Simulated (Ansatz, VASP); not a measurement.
One calculation of Pd, two programs

The input INCAR:

```
SYSTEM = Pd
PREC = Accurate
ENCUT = 600
EDIFF = 1E-6
ISMEAR = 0
SIGMA = 0.1
LREAL = .False.
LASPH = .True.
NELM = 80
ALGO = Fast
ISIF = 3
LWAVE = .False.
LCHARG = .False.
GGA = PS
IBRION = 2
NSW = 90
EDIFFG = -0.04
```

Contents of KPOINTS:

```
Automatic mesh
0
Gamma
  6 6 6
  0 0 0
```

File POSCAR:

```
Pd
1.0
    2.5058634109      0.0000000000      0.0000000000
    0.0000000000      2.5058634109      0.0000000000
    0.0000000000      0.0000000000      2.5058634109
Pd
1
Direct
    0.0000000000      0.0000000000      0.0000000000
```

Input for Ansatz:

```yaml
crystal:
  lattice:
    - [2.5058634109, 0.0, 0.0]
    - [0.0, 2.5058634109, 0.0]
    - [0.0, 0.0, 2.5058634109]
  atoms:
    - { symbol: Pd, position: [0.0, 0.0, 0.0] }
basis:
  ecutwfc: 420
kpoints:
  mp_grid: { grid: [6, 6, 6] }
hamiltonian:
  xc: pbesol
scf:
  occupations: { method: gaussian, width: 0.1 }
  lower_state_search: "off"
output:
  forces: true
  stress: true
  eigenvalues: true
relax:
  adjacent_minimum: "off"
  f_tol: 0.04
  max_steps: 70
  cell: { stress_tol: 0.4 }
```

Alike in both runs: task relaxation of cell and atoms; functional PBEsol; k mesh 6 × 6 × 6; occupations gaussian, width 0.1 eV; no spin polarisation.

```csv
,VASP,Ansatz
version,VASP 6.6.1,Ansatz 0.2.0
potentials or method,"VASP PAW PBE potentials, release 64 (Pd), cutoff 600 eV","scalar-relativistic, plane waves, PAW"
valence electrons in the cell,10,18
```

```csv
,VASP,Ansatz,Ansatz less VASP
"gap on the k mesh at the Fermi level, each at its own relaxed structure (eV)",none,none,-
relaxed volume (Å³/atom),16.95,16.97,+0.012
relaxed cell length with the largest relative difference (Å),2.569,2.570,+0.0006
```

VASP's potentials were made for PBE, not for PBEsol. A gap of «none» marks a metal or a gap that the smearing closes. VASP's potentials hold 10 valence electrons a cell and Ansatz's 18, so a difference there can come from the potentials and not from the codes.

The k mesh is coarse, so the values compare programs but aren't converged.
